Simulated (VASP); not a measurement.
Wanted: the native input for a VASP 6.6.1 run.

* Task: relaxation of the atoms
* Functional: LDA
* Potentials or basis: VASP PAW LDA potentials, release 64 (Cd, Se)
* Cutoff: 450 eV
* k mesh: 8 × 8 × 8
* Occupations: gaussian, width 0.02 eV
* Spin: no spin polarisation
* Dipole correction: no
* Further INCAR settings: ALGO = Normal; EDIFF = 1e-07; IBRION = 2; EDIFFG = -0.002; NSW = 60

The structure of CdSe (lda) lies in POSCAR:

```
CdSe
1.0
   -0.0240325821      3.0100809108      3.0341134930
    3.0100809108     -0.0240325821      3.0341134930
    2.9860483287      2.9860483287      0.0000000000
Cd Se
1 1
Direct
    0.0000000000      0.0000000000      0.0000000000
    0.2500000000      0.2500000000      0.2500000000
```

This cell differs from its parent crystal: strained cell.

One way to write it, as run:

INCAR

```
  ALGO = Normal
  EDIFF = 1E-7
  EDIFFG = -0.002
  ENCUT = 450
  GGA = CA
  GGA_COMPAT = F
  IBRION = 2
  ISIF = 2
  ISMEAR = 0
  LASPH = T
  LCHARG = F
  LREAL = F
  LWAVE = F
  NELM = 120
  NELMIN = 4
  NSW = 60
  PREC = Accurate
  SIGMA = 0.02
```

KPOINTS

```
k-points
0
Gamma
  8 8 8
```

Potentials or basis: VASP PAW LDA potentials, release 64 (Cd, Se).

Run with:

```console
$ cat potpaw_LDA.64/Cd/POTCAR potpaw_LDA.64/Se/POTCAR > POTCAR
$ mpirun -np 1 vasp_std > vasp.out
```

Results of the run:

- Energy gained by relaxing: 0.5 meV/atom
- Ionic steps: 3
- Pressure after relaxing: -0.5 GPa
- Band gap on the k mesh: 0.36 eV, direct

Caveat: the cell differs from its parent crystal (strained cell).

It took 63 s on 1 thread of Intel(R) Xeon(R) Platinum 8375C CPU @ 2.90GHz (Ice Lake), on a shared host, peak memory 0.19 GiB.
